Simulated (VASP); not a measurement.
Input of a VASP 6.6.1 run:

The input INCAR:

```
ALGO = Normal ; EDIFF = 1E-6
ENCUT = 520 ; GGA = PS
ISIF = 2 ; ISMEAR = 0
LASPH = True ; LCHARG = False
LREAL = False ; LWAVE = False
NBANDS = 11 ; NELM = 80
PREC = Accurate ; SIGMA = 0.05
```

File KPOINTS:

```
k-points
0
Gamma
  15 15 15
```

File POSCAR:

```
C
1.0
    1.2894276638      0.7444514088      3.5143613814
   -1.2894276638      0.7444514088      3.5143613814
    0.0000000000     -1.4889028176      3.5143613814
C
2
Direct
    0.1640000000      0.1640000000      0.1640000000
    0.8360000000      0.8360000000      0.8360000000
```

Potentials or basis: VASP PAW PBE potentials, release 64 (C).

Command:

```bash
$ cat potpaw_PBE.64/C/POTCAR > POTCAR
$ mpirun -np 1 vasp_std > vasp.out
```

Task: What does it give for the pressure?

Result: -30.5 GPa.

Task: Predict the largest force.

Result: 0.902 eV/Å.

Stress tensor (GPa, compression positive):
```
-45.72   0.00   0.00
  0.00 -45.72   0.00
  0.00   0.00  -0.18
```

Caveat: the cell differs from its parent crystal (strain +0.050 along x and y, +0.050 along z); the cell stands under tension; this functional lacks dispersion, which binds the layers, so the pressure and a relaxed spacing across them are unreliable; the PAW data sets were made with another functional, which shifts forces and pressure a little.
